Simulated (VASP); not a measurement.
Set up this calculation in VASP 6.6.1, as the native input.

| Property | Result |
| --- | --- |
| Task | single point |
| Functional | PBEsol |
| Dispersion | D3(BJ) |
| Potentials or basis | VASP PAW PBE potentials, release 64 (Li_sv) |
| Cutoff | 520 eV |
| k mesh | 16 × 16 × 16 |
| Occupations | fermi-dirac, width 0.08 eV |
| Spin | no spin polarisation |
| Dipole correction | no |
| Further INCAR settings | ALGO = Normal; EDIFF = 1e-06; NBANDS = 8 |

The structure of Li lies in POSCAR:

```
Li
1.0
   -1.5659214382      1.5659214382      1.5659214382
    1.5659214382     -1.5659214382      1.5659214382
    1.5659214382      1.5659214382     -1.5659214382
Li
1
Direct
    0.0000000000      0.0000000000      0.0000000000
```

These files were run (other wordings do the same):

INCAR

```
SYSTEM = Li
  PREC = Accurate
  ENCUT = 520
  EDIFF = 1E-6
  ISMEAR = -1
  SIGMA = 0.08
  LREAL = .False.
  LASPH = .True.
  NELM = 80
  ALGO = Normal
  ISIF = 2
  LWAVE = .False.
  LCHARG = .False.
  GGA = PS
  IVDW = 12
  NBANDS = 8
```

KPOINTS

```
Automatic mesh
0
Gamma
  16 16 16
  0 0 0
```

Potentials or basis: VASP PAW PBE potentials, release 64 (Li_sv).

Command:

```bash
$ cat potpaw_PBE.64/Li_sv/POTCAR > POTCAR
$ mpirun -np 1 vasp_std > vasp.out
```

Results of the run:

| Item | Value |
| --- | --- |
| Dispersion energy per atom | -0.199 eV |

Caveat: three body term missing.

Run time: 5 s on 1 thread of Intel(R) Xeon(R) 6975P-C (Granite Rapids), with other jobs on the host, peak memory 0.13 GiB.
